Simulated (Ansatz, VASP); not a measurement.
**W in VASP and in Ansatz**

INCAR

```
ALGO     = Normal         # electronic algorithm
EDIFF    = 1E-7           # SCF threshold, eV
ENCUT    = 520            # plane-wave cutoff, eV
GGA      = PS             # functional
ISIF     = 2              # what is computed and relaxed
ISMEAR   = -1             # smearing method
LASPH    = T              # aspherical terms in the spheres
LCHARG   = F              # write CHGCAR
LREAL    = F              # projectors in reciprocal space
LWAVE    = F              # write WAVECAR
NBANDS   = 21             # bands
NELM     = 80             # most SCF steps
PREC     = Accurate       # precision mode
SIGMA    = 0.1            # smearing width, eV
```

File KPOINTS:

```
k-points
0
Gamma
  15 15 7
```

The input POSCAR:

```
W
1.0
    2.7528681835      0.0000000000      0.0000000000
   -1.3764340918      2.3840537801      0.0000000000
    0.0000000000      0.0000000000      4.8922930395
W
2
Direct
    0.3333333333      0.6666666667      0.2500000000
    0.6666666667      0.3333333333      0.7500000000
```

Input for Ansatz:

```yaml
crystal:
  lattice:
    - [2.7528681835, 0.0, 0.0]
    - [-1.3764340918, 2.3840537801, 0.0]
    - [0.0, 0.0, 4.8922930395]
  atoms:
    - { symbol: W, position: [0.3333333333, 0.6666666667, 0.25] }
    - { symbol: W, position: [0.6666666667, 0.3333333333, 0.75] }
hamiltonian:
  xc: pbesol
  pseudopotentials:
    kind: paw
    azcp:
      W: "pseudopotentials/W.paw.azcp"
basis:
  ecutwfc: 420
  fft_grid_basis: typed
kpoints:
  mp_grid: { grid: [15, 15, 7], shift: [0, 0, 0] }
magnetization:
  spin_polarized: false
scf:
  occupations: { method: fermi_dirac, width: 0.1 }
  lower_state_search: "off"
output:
  stress: true
  write_density: true
  write_potential: true
  elf: true
  volumetric_format: npy
```

Alike in both runs: task single point; functional PBEsol; k mesh 15 × 15 × 7; occupations fermi-dirac, width 0.1 eV; no spin polarisation.

```csv
,VASP,Ansatz
version,VASP 6.6.1,Ansatz 0.2.0
potentials or method,"VASP PAW PBE potentials, release 64 (W_sv), cutoff 520 eV","plane waves (420 eV) with PAW, scalar-relativistic"
valence electrons in the cell,28,28
```

Ansatz gave:

```
pressure (GPa)                                                : -0.1
traceless stress, the component that is largest in VASP (GPa) : -0.27
```

Question: Which values does VASP return?

Answer: Pressure (GPa): 0.6; traceless stress, the component that is largest in VASP (GPa): -0.42.

VASP's potentials were made for PBE, not for PBEsol, and Ansatz warns of the same on its side.

Neither program's run includes spin-orbit coupling.
